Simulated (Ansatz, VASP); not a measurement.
## Two plane-wave programs on GaAs

```
Ga As
1.0
     0.00000    2.80157    2.80157
     2.80157    0.00000    2.80157
     2.80157    2.80157    0.00000
Ga As
1 1
Cartesian
  0.0000 0.0000 0.0000
  4.2024 4.2024 4.2024
```

Alike in both runs: functional LDA; k mesh 12 × 12 × 12; no spin polarisation.

Ansatz relaxed the structure, and its values are those at the end. VASP's run is a single point on that final structure, the one shown.

|  | VASP | Ansatz |
| --- | --- | --- |
| version | VASP 6.6.1 | Ansatz 0.2.0 |
| potentials or method | VASP PAW LDA potentials, release 64 (Ga_d, As), cutoff 520 eV | scalar-relativistic, plane waves, PAW |
| occupations | gaussian, width 0.01 eV | fixed |
| valence electrons in the cell | 18 | 28 |

VASP gave:

| Quantity | Value |
| --- | --- |
| gap on the k mesh at the Fermi level (eV) | 0.54 |
| least direct gap on the mesh (eV) | 0.54 |
| pressure (GPa) | 0.3 |

Problem. Estimate Ansatz's values.

Solution. gap on the k mesh at the Fermi level (eV): 0.49; least direct gap on the mesh (eV): 0.49; pressure (GPa): 0.0.

LDA's correlation is that of Perdew and Zunger in VASP and of Perdew and Wang (1992) in Ansatz. VASP's potentials hold 18 valence electrons a cell and Ansatz's 28, so a difference there can come from the potentials and not from the codes.
